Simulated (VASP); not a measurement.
A run of VASP 6.6.1:

INCAR

```
SYSTEM = GaN
PREC     = Accurate       ! precision mode
ENCUT    = 520            ! plane-wave cutoff, eV
EDIFF    = 1E-8           ! SCF threshold, eV
ISMEAR   = -1             ! smearing method
SIGMA    = 0.02           ! smearing width, eV
LREAL    = .False.        ! projectors in reciprocal space
LASPH    = .True.         ! aspherical terms in the spheres
NELM     = 100            ! most SCF steps
ALGO     = Normal         ! electronic algorithm
ISIF     = 2              ! what is computed and relaxed
LWAVE    = .False.        ! write WAVECAR
LCHARG   = .False.        ! write CHGCAR
GGA      = PS             ! functional
LEFG     = .True.       
NBANDS   = 16             ! bands
```

KPOINTS

```
regular mesh
0
Gamma
  13 13 13
  0 0 0
```

File POSCAR:

```
GaN
1.0
    0.0000000000      1.9521713286      1.9521713286
    1.9521713286      0.0000000000      1.9521713286
    1.9521713286      1.9521713286      0.0000000000
Ga N
1 1
Direct
    0.5000000000      0.5000000000      0.5000000000
    0.0000000000      0.0000000000      0.0000000000
```

Potentials or basis: VASP PAW PBE potentials, release 64 (Ga_d, N).

The run is started by

```bash
$ cat potpaw_PBE.64/Ga_d/POTCAR potpaw_PBE.64/N/POTCAR > POTCAR
$ mpirun -np 1 vasp_std > vasp.out
```

Hardware: 1 thread of Intel(R) Xeon(R) Platinum 8259CL CPU @ 2.50GHz (Skylake/Cascade Lake), on a shared host.

Task: How long does it take, and how much memory?

Result: Wall time 26 s on 1 thread of Intel(R) Xeon(R) Platinum 8259CL CPU @ 2.50GHz (Skylake/Cascade Lake), on a shared host, peak memory 0.15 GiB. Counts: scf iterations 15, k points 84.
